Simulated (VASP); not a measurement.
# SbO5: single point with PBE

SbO5:

```
Sb O
1.0
     2.55989    0.00000    0.00000
    -1.27994    2.21693    0.00000
     0.00000    0.00000   12.44296
Sb O
1 5
Direct
  0.00000 0.00000 0.00000
  0.66667 0.33333 0.83533
  0.00000 0.00000 0.66764
  0.66667 0.33333 0.50000
  0.00000 0.00000 0.33236
  0.66667 0.33333 0.16467
```

The cell was built from a structure type or drawn by symmetry, and may not be a known phase.

| Item | Value |
| --- | --- |
| Program | VASP 6.6.1 |
| Task | single point |
| Functional | PBE |
| Potentials or basis | VASP PAW PBE potentials, release 64 (Sb, O) |
| Cutoff | 520 eV |
| k mesh | 6 × 6 × 2 |
| Occupations | gaussian, width 0.1 eV |
| Spin | no spin polarisation |

| Quantity | Value |
| --- | --- |
| Pressure | 10.4 GPa |
| Largest force | 1.798 eV/Å |
| Band gap on the k mesh | zero (an odd number of electrons rules out a gap without spin polarisation) |

Forces on the atoms (eV/Å):
```
Sb   0.000  0.000  0.000
O    0.000  0.000  1.798
O    0.000  0.000 -0.647
O    0.000  0.000  0.000
O    0.000  0.000  0.647
O    0.000  0.000 -1.798
```

Stress tensor (GPa, compression positive):
```
 31.34   0.00   0.00
  0.00  31.34   0.00
  0.00   0.00 -31.42
```

Levels at points of the mesh, in eV from the Fermi level:
| k point | band 14 | band 15 | band 16 | band 17 | band 18 | band 19 | band 20 | band 21 |
| --- | --- | --- | --- | --- | --- | --- | --- | --- |
| (0.00, 0.00, 0.00) | 0.62 | 0.62 | 0.68 | 0.68 | 0.86 | 0.86 | 0.95 | 0.95 |
| (0.50, 0.00, 0.00) | -0.80 | -0.50 | -0.42 | -0.31 | -0.20 | -0.08 | 0.12 | 0.22 |
| (0.00, 0.00, 0.50) | 0.61 | 0.65 | 0.69 | 0.69 | 0.86 | 0.86 | 0.95 | 0.95 |
| (0.50, 0.00, 0.50) | -1.10 | -0.45 | -0.42 | -0.15 | -0.11 | -0.06 | 0.01 | 0.18 |

Run time: 66 s on 1 thread of Intel Xeon 8259CL, on a shared host, peak memory 0.19 GiB.

Caveat: the k points lie up to 0.47 Å⁻¹ apart, too coarse for converged energies and pressures of a metal; spin-orbit coupling is left out, which moves the levels of the heavy elements; an odd number of electrons without spin polarisation forces a metal; a magnetic or distorted state may lie lower.
